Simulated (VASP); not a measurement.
A run of VASP 6.6.1 is set up as follows.

Contents of INCAR:

```
SYSTEM = W
PREC     = Accurate       ! precision mode
ENCUT    = 600            ! plane-wave cutoff, eV
EDIFF    = 1E-6           ! SCF threshold, eV
ISMEAR   = 0              ! smearing method
SIGMA    = 0.1            ! smearing width, eV
LREAL    = .FALSE.        ! projectors in reciprocal space
LASPH    = .TRUE.         ! aspherical terms in the spheres
NELM     = 100            ! most SCF steps
ALGO     = Normal         ! electronic algorithm
ISIF     = 3              ! what is computed and relaxed
LWAVE    = .FALSE.        ! write WAVECAR
LCHARG   = .FALSE.        ! write CHGCAR
IBRION   = 2              ! ionic algorithm
NSW      = 80             ! ionic steps
EDIFFG   = -0.005         ! ionic threshold
```

Contents of KPOINTS:

```
regular mesh
0
G
  24 24 24
  0 0 0
```

File POSCAR:

```
W
1.0
   -1.5850000000      1.5850000000      1.5850000000
    1.5850000000     -1.5850000000      1.5850000000
    1.5850000000      1.5850000000     -1.5850000000
W
1
Direct
    0.0000000000      0.0000000000      0.0000000000
```

Potentials or basis: VASP PAW LDA potentials, release 64 (W_sv).

The run is started by

```sh
$ cat potpaw_LDA.64/W_sv/POTCAR > POTCAR
$ mpirun -np 1 vasp_std > vasp.out
```

Question: What does it give for the band gap on the k mesh?

Answer: Zero (band 7 reaches 16.96 eV, above the bottom of band 8 at 10.35 eV).

Question: Predict the space group after relaxing (to 0.05 Å).

Answer: Im-3m (No. 229).

Question: What does it give for the relaxed cell?

Answer: a = 2.720 Å, b = 2.720 Å, c = 2.720 Å, α = 109.47°, β = 109.47°, γ = 109.47°.

Step by step:
```
step  energy change (eV)  largest force (eV/Å)  pressure (GPa)  volume (Å³)
   1              0.0000                0.0000           -8.65        15.93
   2              0.1622                0.0000           41.40        14.03
   3             -0.0118                0.0000           -0.41        15.52
   4             -0.0119                0.0000           -0.08        15.50
   5             -0.0118                0.0000            0.12        15.49
   6             -0.0118                0.0000           -0.28        15.51
   7             -0.0119                0.0000           -0.05        15.50
```

Caveat: spin-orbit coupling is left out, which moves the levels of the heavy elements.
